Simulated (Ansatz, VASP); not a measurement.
SnO2 in VASP and in Ansatz

```
Sn O
1.0
     4.72072    0.00000    0.00000
     0.00000    4.72072    0.00000
     0.00000    0.00000    3.18876
Sn O
2 4
Direct
  0.00000 0.00000 0.97366
  0.50000 0.50000 0.52634
  0.25236 0.35985 0.01533
  0.24764 0.85985 0.48467
  0.74764 0.64015 0.01533
  0.75236 0.14015 0.48467
```

Change from the starting cell: mode 4 frozen in at -0.359 Å and mode 5 at -0.084 Å (largest displacements).

Alike in both runs: task single point; functional LDA; k mesh 6 × 6 × 8; occupations gaussian, width 0.05 eV; no spin polarisation.

|  | VASP | Ansatz |
| --- | --- | --- |
| version | VASP 6.6.1 | Ansatz 0.2.0 |
| potentials or method | VASP PAW LDA potentials, release 64 (Sn_d, O), cutoff 520 eV | scalar-relativistic, plane waves, PAW |
| valence electrons in the cell | 52 | 52 |

|  | VASP | Ansatz | Ansatz less VASP |
| --- | --- | --- | --- |
| gap on the k mesh at the Fermi level (eV) | 1.35 | 1.34 | -0.012 |
| least direct gap on the mesh (eV) | 1.46 | 1.44 | -0.019 |
| pressure (GPa) | -4.4 | -5.6 | -1.20 |
| traceless stress, the component that is largest in VASP (GPa) | 1.45 | 1.69 | +0.239 |
| rms of the force components (eV/Å) | 0.386 | 0.393 | +0.0067 |

Ansatz warns that its potentials were made for another functional, while VASP's fit it. LDA's correlation is that of Perdew and Zunger in VASP and of Perdew and Wang (1992) in Ansatz. Atom by atom the forces differ by 0.020 eV/Å (rms over components).
